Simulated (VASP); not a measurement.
B13N12 (a cell with a defect): single point with PBE+D3(BJ)

The system is B13N12 (a cell with a defect).

```
CELL_PARAMETERS angstrom
-3.76153 3.33948 4.33766
3.76153 3.33948 -4.33766
-3.76153 -3.33948 -4.33766
ATOMIC_POSITIONS crystal
B 0.49448 0.24523 0.75113
B 0.33684 0.00274 0.33242
B 0.65091 0.99507 0.66129
B 0.49891 0.74986 0.24559
B 0.83345 0.25109 0.08187
B 0.37385 0.53649 0.82791
B 0.84162 0.74718 0.57410
B 0.14926 0.23174 0.41489
B 0.65397 0.48492 0.16211
B 0.01793 0.01059 0.00763
B 0.98598 0.48025 0.49645
B 0.17013 0.74863 0.91615
B 0.59153 0.75835 0.76849
N 0.50115 0.91894 0.41136
N 0.33274 0.66644 0.00019
N 0.66801 0.66605 0.33094
N 0.48128 0.39354 0.91695
N 0.83646 0.91372 0.74861
N 0.32975 0.16231 0.49857
N 0.82079 0.40223 0.24812
N 0.17231 0.91954 0.08243
N 0.68089 0.18404 0.83437
N 0.00388 0.66580 0.66403
N 0.99779 0.16288 0.16348
N 0.13345 0.38157 0.57649
```

```json
{
  "Program": "VASP 6.6.1",
  "Task": "single point",
  "Functional": "PBE",
  "Dispersion": "D3(BJ)",
  "Potentials or basis": "VASP PAW PBE potentials, release 64 (B, N)",
  "Cutoff": "520 eV",
  "k mesh": "2 × 2 × 2, shifted",
  "Occupations": "gaussian, width 0.02 eV",
  "Spin": "collinear spin",
  "Starting moments": "[0.0, 0.0, 0.0, 0.0, 0.0, 0.0, 0.0, 0.0, 0.0, 0.0, 0.0, 0.0, 0.16, 0.0, 0.0, 0.0, 0.0, 0.0, 0.0, 0.0, 0.0, 0.0, 0.0, 0.0, 0.0] μB"
}
```

| Property | Result |
| --- | --- |
| Pressure | 4.7 GPa |
| Largest force | 0.061 eV/Å |
| Band gap on the k mesh | 0.79 eV |
| Net moment | 1.00 μB per cell |
| Site moments | B +0.01, +0.11, +0.00, +0.27 (each value once); N +0.04, +0.00, +0.03, +0.01, +0.07 (each value once) μB |
| Valence electrons inside the program's atomic spheres | B 2.19, 2.18, 2.17, 2.10, 2.16, 1.90 (each value once); N 4.03, 4.02, 4.00, 4.01, 4.04 (each value once) |
| Dispersion energy per atom | -0.146 eV |

Forces on the atoms (eV/Å):
```
B    0.003  0.005  0.002
B    0.000  0.001  0.003
B    0.009  0.007  0.001
B   -0.005 -0.011  0.002
B   -0.003  0.012  0.002
B   -0.005  0.001 -0.008
B    0.001  0.006 -0.002
B   -0.003  0.006  0.004
B    0.002 -0.003  0.002
B   -0.006  0.001  0.003
B   -0.001  0.007 -0.002
B    0.001 -0.012  0.002
B    0.018 -0.053 -0.025
N   -0.003 -0.004 -0.001
N    0.000 -0.014 -0.004
N    0.000 -0.003 -0.002
N   -0.005  0.006  0.001
N   -0.006  0.004  0.017
N   -0.001  0.005  0.000
N   -0.002  0.009  0.001
N    0.004 -0.006  0.000
N   -0.003  0.000  0.000
N   -0.001  0.002 -0.001
N    0.001  0.004  0.002
N    0.003  0.030  0.003
```

Stress tensor (GPa, compression positive):
```
 6.49  0.37 -0.20
 0.37  2.18 -0.73
-0.20 -0.73  5.42
```

Levels at points of the mesh, in eV from the valence-band top:
Spin up:
```csv
k point,band 48,band 49,band 50,band 51,band 52,band 53
"(0.25, 0.25, 0.25)",-2.76,-0.95,-0.06,1.40,2.75,3.25
```
Spin down:
```csv
k point,band 47,band 48,band 49,band 50,band 51,band 52
"(0.25, 0.25, 0.25)",-2.88,-2.71,-0.80,0.81,1.60,2.79
```

It took 7 min on 1 thread of Oxide Virtual Turin-like Processor, with other jobs on the host, peak memory 0.43 GiB.

Caveat: the k points lie up to 0.59 Å⁻¹ apart; semilocal functionals underestimate gaps, and a narrow one can read as zero.
